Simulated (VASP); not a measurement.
# N (Cmce) in VASP: single point with PBEsol

Aim: the single point of N with PBEsol.

All numbers are computed with VASP 6.6.1; they aren't measurements. Logs are shortened: lines on timing, memory, paths and dates and some standing lists are left out, and cuts for length are marked.

## Step 1: The cell of the first run

The structure is orthorhombic, space group Cmce (No. 64). Conventional cell: a = 2.571 Å, b = 7.976 Å, c = 3.253 Å, α = 90.00°, β = 90.00°, γ = 90.00°. Within 2.3 Å of N (site symmetry m) lie 3 N at 1.73 to 1.75 Å.

## Step 2: Single point, PBEsol

INCAR

```
PREC = Accurate
ENCUT = 600
EDIFF = 1E-6
ISMEAR = 0
SIGMA = 0.1
LREAL = F
LASPH = T
NELM = 120
ALGO = Normal
ISIF = 2
LWAVE = F
LCHARG = F
GGA = PS
NBANDS = 18
GGA_COMPAT = F
```

KPOINTS

```
Automatic mesh
0
Gamma
  8 8 6
```

POSCAR

```
N
1.0
    1.2856641915     -3.9881664207      0.0000000000
    1.2856641915      3.9881664207      0.0000000000
    0.0000000000      0.0000000000      3.2532292888
N
4
Direct
    0.1052825104      0.8947174896      0.9271259278
    0.6052825104      0.3947174896      0.5728740722
    0.8947174896      0.1052825104      0.0728740722
    0.3947174896      0.6052825104      0.4271259278
```

Potentials or basis: VASP PAW PBE potentials, release 64 (N).

Launch:

```bash
$ cat potpaw_PBE.64/N/POTCAR > POTCAR
$ mpirun -np 1 vasp_std > vasp.out
```

OUTCAR:

```text
PREC = Accurate
   ENCUT = 600
   EDIFF = 1E-6
   ISMEAR = 0
   LREAL = F
   LASPH = T
   NELM = 120
   ISIF = 2
   GGA = PS

 ion  position               nearest neighbor table
   1  0.105  0.895  0.927-   2 1.73   2 1.73   3 1.75
   2  0.605  0.395  0.573-   1 1.73   1 1.73   4 1.75
   3  0.895  0.105  0.073-   4 1.73   4 1.73   1 1.75
   4  0.395  0.605  0.427-   3 1.73   3 1.73   2 1.75

  LATTYP: Found a base centered orthorhombic cell.
 ALAT       =     2.5713283830
 B/A-ratio  =     3.1020280778
 C/A-ratio  =     1.2651940181

  Lattice vectors:

 A1 = (   1.2856641915,  -3.9881664207,   0.0000000000)
 A2 = (   1.2856641915,   3.9881664207,   0.0000000000)
 A3 = (   0.0000000000,   0.0000000000,   3.2532292888)

Analysis of symmetry for initial positions (statically):
=====================================================================
 Subroutine PRICEL returns:
 Original cell was already a primitive cell.

 Routine SETGRP: Setting up the symmetry group for a
 base centered orthorhombic supercell.

 Subroutine GETGRP returns: Found  8 space group operations
 (whereof  4 operations were pure point group operations)
 out of a pool of  8 trial point group operations.

The static configuration has the point symmetry C_2h.
 The point group associated with its full space group is D_2h.

Analysis of symmetry for dynamics (positions and initial velocities):
=====================================================================
 Subroutine PRICEL returns:
 Original cell was already a primitive cell.

 Routine SETGRP: Setting up the symmetry group for a
 base centered orthorhombic supercell.

 Subroutine GETGRP returns: Found  8 space group operations
 (whereof  4 operations were pure point group operations)
 out of a pool of  8 trial point group operations.

The dynamic configuration has the point symmetry C_2h.
 The point group associated with its full space group is D_2h.

 Subroutine INISYM returns: Found  8 space group operations
 (whereof  4 operations are pure point group operations),
 and found     1 'primitive' translations

----------------------------------------------------------------------------------------

                                     Primitive cell

  volume of cell :      33.3615

  direct lattice vectors                    reciprocal lattice vectors
     1.285664191 -3.988166421  0.000000000     0.388904041 -0.125370897  0.000000000
[... 92 lines left out ...]
   EDIFFG = 0.1E-04   stopping-criterion for IOM
   NSW    =      0    number of steps for IOM
   IBRION =     -1    ionic relax: 0-MD 1-quasi-New 2-CG
   NFREE  =      0    steps in history (QN), initial steepest desc. (CG)
   ISIF   =      2    stress and relaxation
   ISYM   =      2    0-nonsym 1-usesym 2-fastsym
   POTIM  = 0.5000    time-step for ionic-motion
   TEBEG  =    0.0;   TEEND  =   0.0 temperature during run
   PSTRESS=    0.0 pullay stress
   NELECT =      20.0000    total number of electrons
   NUPDOWN=      -1.0000    fix difference up-down
   EMIN   =  10.00;   EMAX   =-10.00  energy-range for DOS
   EFERMI =   0.00;   METHOD = LEGACY
   ISMEAR =     0;   SIGMA  =   0.10  broadening in eV -4-tet -1-fermi 0-gaus
   EFERMI_NEDOS =   21; number of points for ismear=-14 and -15
   IALGO  =     38    algorithm
   IMIX   =      4    mixing-type and parameters
     AMIX     =   0.40;   BMIX     =  1.00
     AMIX_MAG =   1.60;   BMIX_MAG =  1.00
  volume/ion in A,a.u.               =       8.34        56.28
  Fermi-wavevector in a.u.,A,eV,Ry     =   1.380394  2.608566 25.925725  1.905487
  Thomas-Fermi vector in A             =   2.505275
   LORBIT       =      0    0 simple, 1 ext, 2 COOP (PROOUT), +10 PAW based schemes
   GGA     = PS    functional components
   LHFCALC =     F    Hartree Fock is set to
   AEXX    =    0.0000 exact exchange contribution
   IVDW    =     0    specifies the selected vdW correction
   LEPSILON=     F    determine dielectric tensor
   LRPA    =     F    only Hartree local field effects (RPA)
 non-spin polarized calculation
 Gauss-broadening in eV      SIGMA  =   0.10
  energy-cutoff  :      600.00
  volume of cell :       33.36
 maximum number of plane-waves:      1141
 NGX is ok and might be reduce to    36
   NGX = 17   NGY = 17   NGZ = 13

 number of electron      20.0000000 magnetization

 Free energy of the ion-electron system (eV)
  ---------------------------------------------------
  ext. energy  EPLUGINS =         0.00000000
  ---------------------------------------------------
  free energy    TOTEN  =       -25.58943089 eV

  energy without entropy =      -25.58943016  energy(sigma->0) =      -25.58943053

 E-fermi :   4.5135     XC(G=0): -11.8652

 val. band max:        4.2687817545   @ k =   0.5000   0.5000   0.0000
 cond. band min:       4.7581580021   @ k =   0.5000   0.5000   0.0000
 fundamental gap:      0.4893762476
 Fermi energy:         4.5134699133

 k-point     1 :       0.0000    0.0000    0.0000
  band No.  band energies     occupation
      1     -16.8020      2.00000
      2     -12.1691      2.00000
      3      -7.6602      2.00000
      4      -4.0657      2.00000
      5      -2.0293      2.00000
      6      -1.0474      2.00000
[... 481 lines left out ...]
      5      -2.8942      2.00000
      6      -2.3380      2.00000
[... 10 lines left out ...]
     17      19.5684      0.00000
     18      21.0052      0.00000

 [... further k-points ...]

------------------------ aborting loop because EDIFF is reached ----------------------------------------

  FORCE on cell =-STRESS in cart. coord.  units (eV):
  Direction    XX          YY          ZZ          XY          YZ          ZX
  --------------------------------------------------------------------------------------
  -------------------------------------------------------------------------------------
  Total      -10.1897765     -7.1167114     -7.7342127      0.0000000      0.0000000      0.0000000
  in kB     -489.3614480   -341.7782705   -371.4336146      0.0000000      0.0000000      0.0000000
  external PRESSURE =    -400.8577777 kB  Pullay stress =       0.0000000 kB

 VOLUME and BASIS-vectors are now :
 -----------------------------------------------------------------------------
  energy-cutoff  :      600.00
  volume of cell :       33.36
      direct lattice vectors                 reciprocal lattice vectors
     1.285664191 -3.988166421  0.000000000     0.388904041 -0.125370897  0.000000000
     1.285664191  3.988166421  0.000000000     0.388904041  0.125370897  0.000000000
     0.000000000  0.000000000  3.253229289     0.000000000  0.000000000  0.307386880

 POSITION                                       TOTAL-FORCE (eV/Angst)
 -----------------------------------------------------------------------------------
      1.28566      3.14840      3.01615         0.000000      2.905611     -3.757010
      1.28566     -0.83977      1.86369         0.000000      2.905611      3.757010
      1.28566     -3.14840      0.23708         0.000000     -2.905611      3.757010
      1.28566      0.83977      1.38954         0.000000     -2.905611     -3.757010
 -----------------------------------------------------------------------------------
    total drift:                                0.000000     -0.000000     -0.000000

  FREE ENERGIE OF THE ION-ELECTRON SYSTEM (eV)
  ---------------------------------------------------
  free  energy   TOTEN  =       -25.5894308940 eV

  energy  without entropy=      -25.5894301563  energy(sigma->0) =      -25.58943053
```

stdout:

```text
POSCAR found type information on POSCAR N
 POSCAR found :  1 types and       4 ions
 scaLAPACK will be used
 -----------------------------------------------------------------------------
|                                                                             |
|                                                                             |
|     You enforced a specific xc type in the INCAR file but a different       |
|     I HOPE YOU KNOW WHAT YOU ARE DOING!                                     |
|                                                                             |
 -----------------------------------------------------------------------------

 LDA part: xc-table for (Slater+PW92), standard interpolation
 POSCAR, INCAR and KPOINTS ok, starting setup
 FFT: planning ... GRIDC
 FFT: planning ... GRID_SOFT
 FFT: planning ... GRID
 WAVECAR not read
 entering main loop
```

Run time: 60 s. Hardware: 1 thread of AMD EPYC 7R13 (Zen 3), shared host; peak memory 0.16 GiB.

What came out:

- Free energy: -25.5894 eV
- Pressure: -40.1 GPa
- Largest force: 4.749 eV/Å
- Band gap on the k mesh: 0.49 eV

Forces in eV/Å, atoms in the order of the input:
```
N    0.000  2.906 -3.757
N    0.000  2.906  3.757
N    0.000 -2.906  3.757
N    0.000 -2.906 -3.757
```

Stress tensor (GPa, compression positive):
```
-48.94   0.00   0.00
  0.00 -34.18   0.00
  0.00   0.00 -37.14
```

Caveat: the stress differs along the axes, from -49 to -34 GPa; the PAW data sets were made with another functional, which shifts forces and pressure a little. A k mesh can miss the band edges.
